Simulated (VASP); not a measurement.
# Al in VASP: relaxation of the atoms with PBE

Aim: the relaxation of the atoms of Al with PBE.

Everything below comes from runs of VASP 6.6.1. Logs are shortened: lines on timing, memory, paths and dates and some standing lists are left out, and cuts for length are marked.

**1. The cell of the first run**

The cell holds a slab with vacuum, 3 atoms: a = 2.857 Å, b = 2.857 Å, c = 18.041 Å, α = 90.00°, β = 90.00°, γ = 90.00°.

**2. Relaxation of the atoms, PBE**

Contents of INCAR:

```
ALGO = Normal
DIPOL = 0.5 0.5 0.500
EDIFF = 1E-6
EDIFFG = -0.03
ENCUT = 520
GGA = PE
IBRION = 2
IDIPOL = 3
ISIF = 2
ISMEAR = 0
LASPH = True
LCHARG = False
LDIPOL = True
LREAL = False
LWAVE = False
NELM = 60
NSW = 70
PREC = Accurate
SIGMA = 0.1
```

Contents of KPOINTS:

```
k-points
0
Gamma
  10 10 1
```

Contents of POSCAR:

```
Al
1.0
    2.8571514048      0.0000000000      0.0000000000
    0.0000000000      2.8571514048      0.0000000000
    0.0000000000      0.0000000000     18.0406222664
Al
3
Selective dynamics
Direct
    0.5000000000      0.5000000000      0.3880132235  F F F
    0.0000000000      0.0000000000      0.5000000000  T T T
    0.5000000000      0.5000000000      0.6119867765  T T T
```

Potentials or basis: VASP PAW PBE potentials, release 64 (Al).

Run with:

```sh
$ cat potpaw_PBE.64/Al/POTCAR > POTCAR
$ mpirun -np 1 vasp_std > vasp.out
```

OUTCAR:

```text
EDIFF = 1E-6
   EDIFFG = -0.03
   ENCUT = 520
   GGA = PE
   IBRION = 2
   ISIF = 2
   ISMEAR = 0
   LASPH = True
   LREAL = False
   NELM = 60
   NSW = 70
   PREC = Accurate

 ion  position               nearest neighbor table
   1  0.500  0.500  0.388-   2 2.86   2 2.86   2 2.86   2 2.86
   2  0.000  0.000  0.500-   1 2.86   3 2.86   1 2.86   3 2.86   1 2.86   3 2.86   1 2.86   3 2.86

   3  0.500  0.500  0.612-   2 2.86   2 2.86   2 2.86   2 2.86

  LATTYP: Found a simple tetragonal cell.
 ALAT       =     2.8571514048
 C/A-ratio  =     6.3141989032

  Lattice vectors:

 A1 = (   2.8571514048,   0.0000000000,   0.0000000000)
 A2 = (   0.0000000000,   2.8571514048,   0.0000000000)
 A3 = (   0.0000000000,   0.0000000000,  18.0406222664)

Analysis of symmetry for initial positions (statically):
=====================================================================
 Subroutine PRICEL returns:
 Original cell was already a primitive cell.

 Routine SETGRP: Setting up the symmetry group for a
 simple tetragonal supercell.

 Subroutine GETGRP returns: Found 16 space group operations
 (whereof 16 operations were pure point group operations)
 out of a pool of 16 trial point group operations.

The static configuration has the point symmetry D_4h.

Analysis of symmetry for dynamics (positions and initial velocities):
=====================================================================
 Subroutine PRICEL returns:
 Original cell was already a primitive cell.

 Routine SETGRP: Setting up the symmetry group for a
 simple tetragonal supercell.

 Subroutine GETGRP returns: Found 16 space group operations
 (whereof 16 operations were pure point group operations)
 out of a pool of 16 trial point group operations.

The dynamic configuration has the point symmetry D_4h.

Analysis of constrained symmetry for selective dynamics:
=====================================================================
 Subroutine PRICEL returns:
 Original cell was already a primitive cell.

 Routine SETGRP: Setting up the symmetry group for a
 simple tetragonal supercell.

 Subroutine GETGRP returns: Found  8 space group operations
 (whereof  8 operations were pure point group operations)
 out of a pool of 16 trial point group operations.

The constrained configuration has the point symmetry C_4v.

 Subroutine INISYM returns: Found  8 space group operations
 (whereof  8 operations are pure point group operations),
 and found     1 'primitive' translations

----------------------------------------------------------------------------------------

                                     Primitive cell

  volume of cell :     147.2713

  direct lattice vectors                    reciprocal lattice vectors
     2.857151405  0.000000000  0.000000000     0.349998953  0.000000000  0.000000000
     0.000000000  2.857151405  0.000000000     0.000000000  0.349998953  0.000000000
     0.000000000  0.000000000 18.040622266     0.000000000  0.000000000  0.055430461

  length of vectors
     2.857151405  2.857151405 18.040622266     0.349998953  0.349998953  0.055430461

  position of ions in fractional coordinates (direct lattice)
     0.500000000  0.500000000  0.388013224
     0.000000000  0.000000000  0.500000000
     0.500000000  0.500000000  0.611986776

  ion indices of the primitive-cell ions
   primitive index   ion index
                 1           1
                 2           2
                 3           3

----------------------------------------------------------------------------------------

 KPOINTS: k-points

Automatic generation of k-mesh.
 Grid dimensions read from file:
 generate k-points for:   10   10    1

 Generating k-lattice:

  Cartesian coordinates                     Fractional coordinates (reciprocal lattice)
     0.034999895  0.000000000  0.000000000     0.100000000  0.000000000  0.000000000
     0.000000000  0.034999895  0.000000000     0.000000000  0.100000000  0.000000000
     0.000000000  0.000000000  0.055430461     0.000000000  0.000000000  1.000000000

  Length of vectors
     0.034999895  0.034999895  0.055430461

  Shift w.r.t. Gamma in fractional coordinates (k-lattice)
     0.000000000  0.000000000  0.000000000

 Subroutine IBZKPT returns following result:
 ===========================================

 Found     21 irreducible k-points:

 Following reciprocal coordinates:
            Coordinates               Weight
  0.000000  0.000000  0.000000      1.000000
  0.100000  0.000000  0.000000      4.000000
  0.200000  0.000000  0.000000      4.000000
  0.300000  0.000000  0.000000      4.000000
  0.400000  0.000000  0.000000      4.000000
  0.500000  0.000000  0.000000      2.000000
[... 13 lines left out ...]
  0.500000  0.400000  0.000000      4.000000
  0.500000  0.500000  0.000000      1.000000
   k-points           NKPTS =     21   k-points in BZ     NKDIM =     21   number of bands    NBANDS=      8
   number of dos      NEDOS =    301   number of ions     NIONS =      3
   total plane-waves  NPLWV =  80640
   dimension x,y,z NGX =    24 NGY =   24 NGZ =  140
   dimension x,y,z NGXF=    48 NGYF=   48 NGZF=  280
   ions per type =               3
   NGX,Y,Z   is equivalent  to a cutoff of  13.96, 13.96, 12.90 a.u.
   NGXF,Y,Z  is equivalent  to a cutoff of  27.93, 27.93, 25.80 a.u.
 SYSTEM =  unknown system
   PREC   = accura    normal or accurate (medium, high low for compatibility)
   ISTART =      0    job   : 0-new  1-cont  2-samecut
   ICHARG =      2    charge: 1-file 2-atom 10-const
   ISPIN  =      1    spin polarized calculation?
   LNONCOLLINEAR =      F non collinear calculations
   LSORBIT =      F    spin-orbit coupling
   LASPH  =      T    aspherical Exc in radial PAW
   ENCUT  =  520.0 eV  38.22 Ry    6.18 a.u.   5.31  5.31 33.54*2*pi/ulx,y,z
   NELM   =     60;   NELMIN=  2; NELMDL= -5     # of ELM steps
   EDIFF  = 0.1E-05   stopping-criterion for ELM
   LREAL  =      F    real-space projection
   EDIFFG = -.3E-01   stopping-criterion for IOM
   NSW    =     70    number of steps for IOM
   IBRION =      2    ionic relax: 0-MD 1-quasi-New 2-CG
   NFREE  =      1    steps in history (QN), initial steepest desc. (CG)
   ISIF   =      2    stress and relaxation
   ISYM   =      2    0-nonsym 1-usesym 2-fastsym
   POTIM  = 0.5000    time-step for ionic-motion
   TEBEG  =    0.0;   TEEND  =   0.0 temperature during run
   PSTRESS=    0.0 pullay stress
   NELECT =       9.0000    total number of electrons
   NUPDOWN=      -1.0000    fix difference up-down
   EMIN   =  10.00;   EMAX   =-10.00  energy-range for DOS
   EFERMI =   0.00;   METHOD = LEGACY
   ISMEAR =     0;   SIGMA  =   0.10  broadening in eV -4-tet -1-fermi 0-gaus
   EFERMI_NEDOS =   21; number of points for ismear=-14 and -15
   IALGO  =     38    algorithm
   IMIX   =      4    mixing-type and parameters
     AMIX     =   0.40;   BMIX     =  1.00
     AMIX_MAG =   1.60;   BMIX_MAG =  1.00
  volume/ion in A,a.u.               =      49.09       331.28
  Fermi-wavevector in a.u.,A,eV,Ry     =   0.644837  1.218564  5.657496  0.415814
  Thomas-Fermi vector in A             =   1.712296
   LORBIT       =      0    0 simple, 1 ext, 2 COOP (PROOUT), +10 PAW based schemes
   GGA     = PE    functional components
   LHFCALC =     F    Hartree Fock is set to
   AEXX    =    0.0000 exact exchange contribution
   IVDW    =     0    specifies the selected vdW correction
   LEPSILON=     F    determine dielectric tensor
   LRPA    =     F    only Hartree local field effects (RPA)
 conjugate gradient relaxation of ions
 non-spin polarized calculation
 Gauss-broadening in eV      SIGMA  =   0.10
  energy-cutoff  :      520.00
  volume of cell :      147.27
 maximum number of plane-waves:      4024
 NGX is ok and might be reduce to    24
   NGX = 11   NGY = 11   NGZ = 67

--------------------------------------- Ionic step        1  -------------------------------------------

 number of electron       9.0000000 magnetization

 Free energy of the ion-electron system (eV)
  ---------------------------------------------------
  ext. energy  EPLUGINS =         0.00000000
  ---------------------------------------------------
  free energy    TOTEN  =       -10.30169250 eV

  energy without entropy =      -10.29685156  energy(sigma->0) =      -10.29927203

------------------------ aborting loop because EDIFF is reached ----------------------------------------

  FORCE on cell =-STRESS in cart. coord.  units (eV):
  Direction    XX          YY          ZZ          XY          YZ          ZX
  --------------------------------------------------------------------------------------
  -------------------------------------------------------------------------------------
  Total       -1.8450259     -1.8450259      1.1705428      0.0000000      0.0000000      0.0000000
  in kB      -20.0722028    -20.0722028     12.7344398      0.0000000      0.0000000      0.0000000
  external PRESSURE =      -9.1366553 kB  Pullay stress =       0.0000000 kB
[... 203 lines left out ...]
  FREE ENERGIE OF THE ION-ELECTRON SYSTEM (eV)
  ---------------------------------------------------
  free  energy   TOTEN  =       -10.3161580348 eV

  energy  without entropy=      -10.3112496660  energy(sigma->0) =      -10.31370385

 dipolmoment           0.000000      0.000000     -0.000591 electrons x Angstroem

--------------------------------------- Ionic step        7  -------------------------------------------

 number of electron       9.0000000 magnetization

 dipolmoment           0.000000      0.000000      0.000193 electrons x Angstroem

 Free energy of the ion-electron system (eV)
  ---------------------------------------------------
  ext. energy  EPLUGINS =         0.00000000
  ---------------------------------------------------
  free energy    TOTEN  =       -10.31878125 eV

  energy without entropy =      -10.31409492  energy(sigma->0) =      -10.31643808

 E-fermi :  -0.2552     XC(G=0):  -4.5742

 val. band max:       -0.3231846243   @ k =   0.5000   0.2000   0.0000
 cond. band min:      -0.2205599681   @ k =   0.5000   0.0000   0.0000
 fundamental gap:      0.1026246562
 Fermi energy:        -0.2551706415

 k-point     1 :       0.0000    0.0000    0.0000
  band No.  band energies     occupation
      1     -10.3268      2.00000
      2      -8.2100      2.00000
      3      -4.9915      2.00000
      4      -1.9966      2.00000
      5       1.7796      0.00000
      6       3.7347      0.00000
      7       4.1386      0.00000
      8       6.0266      0.00000
[... 210 lines left out ...]
 k-point    21 :       0.5000    0.5000    0.0000
  band No.  band energies     occupation
      1      -2.1657      2.00000
      2      -2.1657      2.00000
      3      -0.9468      2.00000
      4      -0.5996      2.00000
      5      -0.2058      0.48501
      6      -0.2058      0.48501
      7       1.2720      0.00000
      8       1.3438      0.00000

------------------------ aborting loop because EDIFF is reached ----------------------------------------

 vacuum level on the upper side and lower side of the slab       (xc-potential included)        -0.277        -0.211

  FORCE on cell =-STRESS in cart. coord.  units (eV):
  Direction    XX          YY          ZZ          XY          YZ          ZX
  --------------------------------------------------------------------------------------
  -------------------------------------------------------------------------------------
  Total       -1.8955974     -1.8955974     -0.0154147      0.0000000      0.0000000      0.0000000
  in kB      -20.6223741    -20.6223741     -0.1676979      0.0000000      0.0000000      0.0000000
  external PRESSURE =     -13.8041487 kB  Pullay stress =       0.0000000 kB
[... 18 lines left out ...]
  FREE ENERGIE OF THE ION-ELECTRON SYSTEM (eV)
  ---------------------------------------------------
  free  energy   TOTEN  =       -10.3187812508 eV

  energy  without entropy=      -10.3140949165  energy(sigma->0) =      -10.31643808

 reached required accuracy - stopping structural energy minimisation

 vacuum level on the upper side and lower side of the slab         4.009         4.035
```

It took 1.9 min on 1 thread of Intel Xeon 8259CL, shared host; peak memory 0.26 GiB.

What came out:

```
Free energy               : -10.3188 eV
Energy gained by relaxing : 5.7 meV/atom
Ionic steps               : 7
Band gap on the k mesh    : zero (an odd number of electrons rules out a gap without spin polarisation)
```

The path:
```csv
step,energy change (eV),largest force on free atoms (eV/Å),pressure (GPa)
1,0.0000,0.2901,-0.91
2,-0.0037,0.2348,-0.97
3,-0.0103,0.1420,-1.13
4,-0.0062,0.3036,-1.40
5,-0.0113,0.2011,-1.23
6,-0.0145,0.1369,-1.28
7,-0.0171,0.0188,-1.38
```

Final structure:
```
CELL_PARAMETERS angstrom
2.85715 0.00000 0.00000
0.00000 2.85715 0.00000
0.00000 0.00000 18.04062
ATOMIC_POSITIONS crystal
Al 0.50000 0.50000 0.38801
Al 0.00000 0.00000 0.50319
Al 0.50000 0.50000 0.61884
```
